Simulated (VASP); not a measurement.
Wanted: the native input for a VASP 6.6.1 run.

```
Task                   : single point
Functional             : BLYP
Potentials or basis    : VASP PAW PBE potentials, release 64 (Al, Be)
Cutoff                 : 520 eV
k mesh                 : 6 × 6 × 6
Occupations            : fermi-dirac, width 0.05 eV
Spin                   : no spin polarisation
Dipole correction      : no
Further INCAR settings : ALGO = Fast; EDIFF = 1e-07; NBANDS = 14
```

The structure of BeAl3 lies in POSCAR:

```
BeAl3
1.0
   -1.9421910000      1.9421910000      3.8518930000
    1.9421910000     -1.9421910000      3.8518930000
    1.9421910000      1.9421910000     -3.8518930000
Al Be
3 1
Direct
    0.5000000000      0.5000000000      0.0000000000
    0.2500000000      0.7500000000      0.5000000000
    0.7500000000      0.2500000000      0.5000000000
    0.0000000000      0.0000000000      0.0000000000
```

One way to write it, as run:

INCAR

```
SYSTEM = BeAl3
PREC = Accurate
ENCUT = 520
EDIFF = 1E-7
ISMEAR = -1
SIGMA = 0.05
LREAL = .FALSE.
LASPH = .TRUE.
NELM = 80
ALGO = Fast
ISIF = 2
LWAVE = .FALSE.
LCHARG = .FALSE.
GGA = B5
ALDAX = 1.0
AGGAX = 1.0
AGGAC = 1.0
ALDAC = 0.0
NBANDS = 14
```

KPOINTS

```
Automatic mesh
0
G
  6 6 6
  0 0 0
```

Potentials or basis: VASP PAW PBE potentials, release 64 (Al, Be).

Command:

```bash
$ cat potpaw_PBE.64/Al/POTCAR potpaw_PBE.64/Be/POTCAR > POTCAR
$ mpirun -np 1 vasp_std > vasp.out
```

It gave:

- Pressure: 3.2 GPa

Caveat: the k points lie up to 0.38 Å⁻¹ apart; the PAW data sets were made with another functional, which shifts forces and pressure a little.

Run time: 79 s on 1 thread of AMD EPYC 7R43 64-Core Processor (Zen 3) (shared host), peak memory 0.17 GiB.
